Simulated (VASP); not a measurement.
# LiTi12 (a cell with a defect) in VASP: a series of runs

Runs on LiTi12 (a cell with a defect). Level: PBEsol. Tasks: single point.

All numbers are computed with VASP 6.6.1; they aren't measurements. Logs are shortened: lines on timing, memory, paths and dates and some standing lists are left out, and cuts for length are marked.

## (1) The cell of the first run

The cell holds a defect, 13 atoms: a = 5.900 Å, b = 8.850 Å, c = 4.685 Å, α = 90.00°, β = 90.00°, γ = 120.00°.

## (2) Single point, PBEsol

Input file INCAR:

```
SYSTEM = LiTi12
ALGO = Normal
EDIFF = 1E-6
ENCUT = 520
GGA = PS
ISIF = 2
ISMEAR = 0
LASPH = .True.
LCHARG = .False.
LREAL = .False.
LWAVE = .False.
NBANDS = 86
NELM = 80
PREC = Accurate
SIGMA = 0.05
```

Input file KPOINTS:

```
k-points
0
Gamma
  3 2 4
  0 0 0
```

Input file POSCAR:

```
LiTi12
1.0
    5.9000000000      0.0000000000      0.0000000000
   -4.4250000000      7.6643250000      0.0000000000
    0.0000000000      0.0000000000      4.6846000000
Ti Li
12 1
Direct
   -0.0112929043     -0.0028138160     -0.0164287239
    0.1545574829      0.2116872653      0.5033646416
    0.0129913644      0.3410901808     -0.0109134184
    0.1786749535      0.5658721414      0.4677660846
    0.0046388837      0.6607078901     -0.0365670495
    0.2342658054      0.9280886445      0.5261217607
    0.5075218204      0.0072275119      0.0192189301
    0.6882966624      0.2361352109      0.5111529266
    0.4823082969      0.3146637179      0.0197658285
    0.6160557756      0.4973860059      0.5370213038
    0.4950536159      0.6659815444     -0.0371081843
    0.6416742417      0.9209007969      0.5236060710
    0.8239575767      0.7653129271      0.4229362165
```

Potentials or basis: VASP PAW PBE potentials, release 64 (Ti_sv, Li_sv).

Run with:

```
$ cat potpaw_PBE.64/Ti_sv/POTCAR potpaw_PBE.64/Li_sv/POTCAR > POTCAR
$ mpirun -np 1 vasp_std > vasp.out
```

OUTCAR:

```text
SYSTEM = LiTi12
   EDIFF = 1E-6
   ENCUT = 520
   GGA = PS
   ISIF = 2
   ISMEAR = 0
   LASPH = .True.
   LREAL = .False.
   NELM = 80
   PREC = Accurate

 ion  position               nearest neighbor table
   1  0.989  0.997  0.984-  13 2.72   2 2.79  12 2.81   6 2.82   9 2.87   7 2.89
   2  0.155  0.212  0.503-  10 2.64   6 2.78   1 2.79   9 2.82  12 2.83   3 2.85   8 2.87
   3  0.013  0.341  0.989-   8 2.79   4 2.83   2 2.85   5 2.86  11 2.86   9 2.90
   4  0.179  0.566  0.468-  11 2.83   3 2.83   5 2.83   5 2.86  11 2.87   8 2.91
   5  0.005  0.661  0.963-  13 2.76   4 2.83  10 2.83   3 2.86   4 2.86  11 2.87   6 2.90
   6  0.234  0.928  0.526-  13 2.16  12 2.44   7 2.70   8 2.70   7 2.76   2 2.78   1 2.82   5 2.90
[... 6 lines left out ...]
  10  0.616  0.497  0.537-  13 2.12   8 2.55   2 2.64   9 2.66  11 2.79   9 2.80   5 2.83
  11  0.495  0.666  0.963-  13 2.73  10 2.79   4 2.83  12 2.85   3 2.86   4 2.87   5 2.87
  12  0.642  0.921  0.524-  13 2.18   6 2.44   8 2.66   7 2.68   7 2.72   1 2.81   2 2.83  11 2.85

  13  0.824  0.765  0.423-  10 2.12   6 2.16  12 2.18   1 2.72  11 2.73   5 2.76

  LATTYP: Found a simple monoclinic cell.
 ALAT       =     5.9000000000
 B/A-ratio  =     0.7940000000
 C/A-ratio  =     1.3228756849
 COS(beta)  =    -0.1889822323

  Lattice vectors:

 A1 = (   5.9000000000,   0.0000000000,   0.0000000000)
 A2 = (   0.0000000000,   0.0000000000,   4.6846000000)
 A3 = (  -1.4750000000,  -7.6643250000,   0.0000000000)

Analysis of symmetry for initial positions (statically):
=====================================================================
 Subroutine PRICEL returns:
 Original cell was already a primitive cell.

 Routine SETGRP: Setting up the symmetry group for a
 simple monoclinic supercell.

 Subroutine GETGRP returns: Found  1 space group operations
 (whereof  1 operations were pure point group operations)
 out of a pool of  4 trial point group operations.

The static configuration has the point symmetry C_1 .

Analysis of symmetry for dynamics (positions and initial velocities):
=====================================================================
 Subroutine PRICEL returns:
 Original cell was already a primitive cell.

 Routine SETGRP: Setting up the symmetry group for a
 simple monoclinic supercell.

 Subroutine GETGRP returns: Found  1 space group operations
 (whereof  1 operations were pure point group operations)
 out of a pool of  4 trial point group operations.

The dynamic configuration has the point symmetry C_1 .

 Subroutine INISYM returns: Found  1 space group operations
 (whereof  1 operations are pure point group operations),
 and found     1 'primitive' translations

----------------------------------------------------------------------------------------

                                     Primitive cell

  volume of cell :     211.8354

  direct lattice vectors                    reciprocal lattice vectors
     5.900000000  0.000000000  0.000000000     0.169491525  0.097855976  0.000000000
    -4.425000000  7.664325000  0.000000000     0.000000000  0.130474634  0.000000000
     0.000000000  0.000000000  4.684600000     0.000000000  0.000000000  0.213465397

  length of vectors
     5.900000000  8.850000153  4.684600000     0.195711955  0.130474634  0.213465397

  position of ions in fractional coordinates (direct lattice)
     0.988707096  0.997186184  0.983571276
     0.154557483  0.211687265  0.503364642
     0.012991364  0.341090181  0.989086582
     0.178674953  0.565872141  0.467766085
     0.004638884  0.660707890  0.963432950
     0.234265805  0.928088645  0.526121761
     0.507521820  0.007227512  0.019218930
     0.688296662  0.236135211  0.511152927
     0.482308297  0.314663718  0.019765828
     0.616055776  0.497386006  0.537021304
     0.495053616  0.665981544  0.962891816
     0.641674242  0.920900797  0.523606071
     0.823957577  0.765312927  0.422936216

  ion indices of the primitive-cell ions
   primitive index   ion index
                 1           1
                 2           2
                 3           3
[... 46 lines left out ...]
|                                                                             |
|     Results are often still useful ...                                      |
|                                                                             |
 -----------------------------------------------------------------------------

 Subroutine IBZKPT returns following result:
 ===========================================

 Found     14 irreducible k-points:

 Following reciprocal coordinates:
            Coordinates               Weight
  0.000000  0.000000  0.000000      1.000000
  0.333333 -0.000000  0.000000      2.000000
  0.000000  0.500000  0.000000      1.000000
  0.333333  0.500000  0.000000      2.000000
  0.000000  0.000000  0.250000      2.000000
  0.333333 -0.000000  0.250000      2.000000
 -0.333333  0.000000  0.250000      2.000000
  0.000000  0.500000  0.250000      2.000000
  0.333333  0.500000  0.250000      2.000000
 -0.333333  0.500000  0.250000      2.000000
  0.000000  0.000000  0.500000      1.000000
  0.333333 -0.000000  0.500000      2.000000
  0.000000  0.500000  0.500000      1.000000
  0.333333  0.500000  0.500000      2.000000
   k-points           NKPTS =     14   k-points in BZ     NKDIM =     14   number of bands    NBANDS=     86
   number of dos      NEDOS =    301   number of ions     NIONS =     13
   total plane-waves  NPLWV = 120960
   dimension x,y,z NGX =    48 NGY =   70 NGZ =   36
   dimension x,y,z NGXF=    96 NGYF=  140 NGZF=   72
   ions per type =              12   1
   NGX,Y,Z   is equivalent  to a cutoff of  13.53, 13.15, 12.78 a.u.
   NGXF,Y,Z  is equivalent  to a cutoff of  27.05, 26.30, 25.55 a.u.
 SYSTEM =  LiTi12
   PREC   = accura    normal or accurate (medium, high low for compatibility)
   ISTART =      0    job   : 0-new  1-cont  2-samecut
   ICHARG =      2    charge: 1-file 2-atom 10-const
   ISPIN  =      1    spin polarized calculation?
   LNONCOLLINEAR =      F non collinear calculations
   LSORBIT =      F    spin-orbit coupling
   LASPH  =      T    aspherical Exc in radial PAW
   ENCUT  =  520.0 eV  38.22 Ry    6.18 a.u.  10.97 16.46  8.71*2*pi/ulx,y,z
   NELM   =     80;   NELMIN=  2; NELMDL= -5     # of ELM steps
   EDIFF  = 0.1E-05   stopping-criterion for ELM
   LREAL  =      F    real-space projection
   EDIFFG = 0.1E-04   stopping-criterion for IOM
   NSW    =      0    number of steps for IOM
   IBRION =     -1    ionic relax: 0-MD 1-quasi-New 2-CG
   NFREE  =      0    steps in history (QN), initial steepest desc. (CG)
   ISIF   =      2    stress and relaxation
   ISYM   =      2    0-nonsym 1-usesym 2-fastsym
   POTIM  = 0.5000    time-step for ionic-motion
   TEBEG  =    0.0;   TEEND  =   0.0 temperature during run
   PSTRESS=    0.0 pullay stress
   NELECT =     147.0000    total number of electrons
   NUPDOWN=      -1.0000    fix difference up-down
   EMIN   =  10.00;   EMAX   =-10.00  energy-range for DOS
   EFERMI =   0.00;   METHOD = LEGACY
   ISMEAR =     0;   SIGMA  =   0.05  broadening in eV -4-tet -1-fermi 0-gaus
   EFERMI_NEDOS =   21; number of points for ismear=-14 and -15
   IALGO  =     38    algorithm
   IMIX   =      4    mixing-type and parameters
     AMIX     =   0.40;   BMIX     =  1.00
     AMIX_MAG =   1.60;   BMIX_MAG =  1.00
  volume/ion in A,a.u.               =      16.30       109.96
  Fermi-wavevector in a.u.,A,eV,Ry     =   1.449376  2.738924 28.581642  2.100691
  Thomas-Fermi vector in A             =   2.567110
   LORBIT       =      0    0 simple, 1 ext, 2 COOP (PROOUT), +10 PAW based schemes
   GGA     = PS    functional components
   LHFCALC =     F    Hartree Fock is set to
   AEXX    =    0.0000 exact exchange contribution
   IVDW    =     0    specifies the selected vdW correction
   LEPSILON=     F    determine dielectric tensor
   LRPA    =     F    only Hartree local field effects (RPA)
 non-spin polarized calculation
 Gauss-broadening in eV      SIGMA  =   0.05
  energy-cutoff  :      520.00
  volume of cell :      211.84
 maximum number of plane-waves:      5706
 NGX is ok and might be reduce to    48
   NGX = 21   NGY = 33   NGZ = 17

 number of electron     147.0000007 magnetization

 Free energy of the ion-electron system (eV)
  ---------------------------------------------------
  ext. energy  EPLUGINS =         0.00000000
  ---------------------------------------------------
  free energy    TOTEN  =       -99.41060021 eV

  energy without entropy =      -99.39444465  energy(sigma->0) =      -99.40252243

 E-fermi :   8.1951     XC(G=0): -11.6480

 val. band max:        8.1942223340   @ k =   0.3333   0.5000   0.0000
 cond. band min:       8.2021124399   @ k =   0.3333   0.5000   0.5000
 fundamental gap:      0.0078901058
 Fermi energy:         8.1951413462

 k-point     1 :       0.0000    0.0000    0.0000
  band No.  band energies     occupation
      1     -48.4143      2.00000
      2     -48.3411      2.00000
      3     -48.3154      2.00000
      4     -48.3020      2.00000
      5     -48.2690      2.00000
      6     -48.2154      2.00000
[... 1221 lines left out ...]
     84       8.8942      0.00000
     85       8.9488      0.00000
 [bands above 85 left out]

------------------------ aborting loop because EDIFF is reached ----------------------------------------

  FORCE on cell =-STRESS in cart. coord.  units (eV):
  Direction    XX          YY          ZZ          XY          YZ          ZX
  --------------------------------------------------------------------------------------
  -------------------------------------------------------------------------------------
  Total        0.5566918      3.1241767     -0.1893847      0.0240162     -0.5058018     -0.0344669
  in kB        4.2104348     23.6291298     -1.4323760      0.1816424     -3.8255378     -0.2606841
  external PRESSURE =       8.8023962 kB  Pullay stress =       0.0000000 kB

 VOLUME and BASIS-vectors are now :
 -----------------------------------------------------------------------------
  energy-cutoff  :      520.00
  volume of cell :      211.84
      direct lattice vectors                 reciprocal lattice vectors
     5.900000000  0.000000000  0.000000000     0.169491525  0.097855976  0.000000000
    -4.425000000  7.664325000  0.000000000     0.000000000  0.130474634  0.000000000
     0.000000000  0.000000000  4.684600000     0.000000000  0.000000000  0.213465397

 POSITION                                       TOTAL-FORCE (eV/Angst)
 -----------------------------------------------------------------------------------
      1.42082      7.64276      4.60764        -0.000908      0.027088     -0.079484
     -0.02483      1.62244      2.35806         0.007587      0.020770     -0.040607
     -1.43268      2.61423      4.63348        -0.007464     -0.016243     -0.035346
     -1.44980      4.33703      2.19130        -0.008971     -0.013082     -0.121527
     -2.89626      5.06388      4.51330         0.038641      0.008839     -0.161131
     -2.72462      7.11317      2.46467         0.007397     -0.019009      0.311662
      2.96240      0.05539      0.09003        -0.026538     -0.004722      0.209720
      3.01605      1.80982      2.39455        -0.021417     -0.026777      0.075553
      1.45323      2.41168      0.09260         0.023569      0.047041      0.023947
      1.43380      3.81213      2.51573         0.006878      0.005650      0.032126
     -0.02615      5.10430      4.51076        -0.050446     -0.001243     -0.135891
     -0.28911      7.05808      2.45289         0.030430     -0.004627      0.250277
      1.47484      5.86561      1.98129         0.001243     -0.023687     -0.329298
 -----------------------------------------------------------------------------------
    total drift:                               -0.000032      0.000139     -0.000239

  FREE ENERGIE OF THE ION-ELECTRON SYSTEM (eV)
  ---------------------------------------------------
  free  energy   TOTEN  =       -99.4106002094 eV

  energy  without entropy=      -99.3944446456  energy(sigma->0) =      -99.40252243
```

It took 6.8 min on 1 thread of Intel Xeon Platinum 8488C (Sapphire Rapids), shared host; peak memory 0.43 GiB.

Results:

```yaml
Free_energy: -99.4106 eV
Largest_force: 0.330 eV/Å
Band_gap_on_the_k_mesh: zero (an odd number of electrons rules out a gap without spin polarisation)
```

Forces in eV/Å, atoms in the order of the input:
```
Ti  -0.001  0.027 -0.079
Ti   0.008  0.021 -0.041
Ti  -0.007 -0.016 -0.035
Ti  -0.009 -0.013 -0.122
Ti   0.039  0.009 -0.161
Ti   0.007 -0.019  0.312
Ti  -0.027 -0.005  0.210
Ti  -0.021 -0.027  0.076
Ti   0.024  0.047  0.024
Ti   0.007  0.006  0.032
Ti  -0.050 -0.001 -0.136
Ti   0.030 -0.005  0.250
Li   0.001 -0.024 -0.329
```

Levels at points of the mesh, in eV from the Fermi level:
```tsv
k point	band 70	band 71	band 72	band 73	band 74	band 75	band 76	band 77	band 78	band 79
(0.00, 0.00, 0.00)	-0.38	-0.31	-0.12	0.13	0.28	0.35	0.44	0.54	0.59	0.67
(0.00, 0.50, 0.00)	-0.39	-0.30	-0.26	0.04	0.12	0.19	0.38	0.49	0.57	0.61
(0.00, 0.00, 0.50)	-0.43	-0.39	-0.23	-0.05	0.03	0.12	0.26	0.31	0.49	0.54
(0.00, 0.50, 0.50)	-0.47	-0.44	-0.31	-0.12	0.06	0.17	0.29	0.32	0.35	0.44
```

Caveat: the k points lie up to 0.41 Å⁻¹ apart, too coarse for converged energies and pressures of a metal; the cutoff is under 1.25 times the usual one of these potentials, so pressure, stress and relaxed cells hold a basis-set (Pulay) error; the PAW data sets were made with another functional, which shifts forces and pressure a little.

## (3) Single point, PBEsol

INCAR: that of step 2 with these lines changed.

```diff
@@ -12,3 +12,3 @@
 NBANDS = 86
-NELM = 80
+NELM = 60
 PREC = Accurate
```

KPOINTS is that of step 2.

Input file POSCAR:

```
LiTi12
1.0
    5.9000000000      0.0000000000      0.0000000000
   -4.4250000000      7.6643250000      0.0000000000
    0.0000000000      0.0000000000      4.6846000000
Ti Li
12 1
Direct
    0.0037409504      0.0149520016     -0.0251182598
    0.1559414751      0.2165436617      0.4855953550
    0.0110080946      0.3394973465     -0.0249176024
    0.1741018198      0.5657228784      0.4398298681
    0.0111799694      0.6560740835     -0.0585245272
    0.2256819791      0.9212991359      0.5550821842
    0.4981525773     -0.0018871851      0.0556811681
    0.6759970352      0.2294414707      0.5291871238
    0.4942679847      0.3229234147      0.0225171840
    0.6264904572      0.5047651293      0.5327408957
    0.4773302041      0.6566145094     -0.0594671904
    0.6449252831      0.9164689650      0.5523728814
    0.8273966940      0.7687266654      0.3436763011
```

Potentials or basis: VASP PAW PBE potentials, release 64 (Ti_sv, Li_sv).

Run with:

```
$ cat potpaw_PBE.64/Ti_sv/POTCAR potpaw_PBE.64/Li_sv/POTCAR > POTCAR
$ mpirun -np 1 vasp_std > vasp.out
```

It took 8.2 min on 1 thread of Intel Xeon Platinum 8488C (Sapphire Rapids), shared host; peak memory 0.42 GiB.

The run converged. Its results:

| Property | Result |
| --- | --- |
| Free energy | -99.6413 eV |
| Largest force | 0.100 eV/Å |
| Band gap on the k mesh | zero (an odd number of electrons rules out a gap without spin polarisation) |

Forces on the atoms (eV/Å):
```
Ti   0.000  0.051 -0.017
Ti  -0.002  0.015 -0.010
Ti  -0.005 -0.007 -0.011
Ti  -0.008 -0.007 -0.032
Ti   0.030 -0.017 -0.037
Ti  -0.008 -0.003  0.063
Ti  -0.003 -0.018  0.059
Ti  -0.016 -0.024  0.035
Ti   0.018  0.027  0.014
Ti   0.009 -0.001  0.005
Ti  -0.033 -0.029 -0.035
Ti   0.016  0.002  0.065
Li   0.002  0.010 -0.100
```

Levels at points of the mesh, in eV from the Fermi level:
| k point | band 70 | band 71 | band 72 | band 73 | band 74 | band 75 | band 76 | band 77 | band 78 | band 79 |
| --- | --- | --- | --- | --- | --- | --- | --- | --- | --- | --- |
| (0.00, 0.00, 0.00) | -0.45 | -0.30 | -0.19 | 0.23 | 0.27 | 0.32 | 0.36 | 0.51 | 0.65 | 0.69 |
| (0.00, 0.50, 0.00) | -0.37 | -0.35 | -0.21 | 0.12 | 0.18 | 0.19 | 0.39 | 0.51 | 0.62 | 0.65 |
| (0.00, 0.00, 0.50) | -0.35 | -0.30 | -0.18 | -0.14 | -0.02 | 0.09 | 0.33 | 0.40 | 0.55 | 0.59 |
| (0.00, 0.50, 0.50) | -0.35 | -0.29 | -0.24 | -0.11 | -0.01 | 0.14 | 0.41 | 0.41 | 0.48 | 0.59 |

Caveat: the k points lie up to 0.41 Å⁻¹ apart, too coarse for converged energies and pressures of a metal; the cutoff is under 1.25 times the usual one of these potentials, so pressure, stress and relaxed cells hold a basis-set (Pulay) error; the PAW data sets were made with another functional, which shifts forces and pressure a little.
